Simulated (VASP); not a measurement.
Here is a VASP 6.6.1 calculation.

INCAR

```
SYSTEM = Pd
ALGO = Normal
EDIFF = 1E-6
ENCUT = 520
GGA = CA
ISIF = 2
ISMEAR = 0
LASPH = .True.
LCHARG = .False.
LREAL = .False.
LWAVE = .False.
NBANDS = 11
NELM = 100
PREC = Accurate
SIGMA = 0.15
```

The input KPOINTS:

```
k-points
0
Gamma
  20 20 20
  0 0 0
```

File POSCAR:

```
Pd
1.0
    0.0000000000      1.7893080000      1.8671040000
    1.7893080000      0.0000000000      1.8671040000
    1.7893080000      1.7893080000      0.0000000000
Pd
1
Direct
    0.0000000000      0.0000000000      0.0000000000
```

Potentials or basis: VASP PAW LDA potentials, release 64 (Pd).

Run with:

```bash
$ cat potpaw_LDA.64/Pd/POTCAR > POTCAR
$ mpirun -np 1 vasp_std > vasp.out
```

(1) What does it give for the band gap on the k mesh?

(2) Predict the pressure.

## Answers

(1) zero (band 5 reaches 14.35 eV, above the bottom of band 6 at 11.87 eV).

(2) 60.7 GPa.
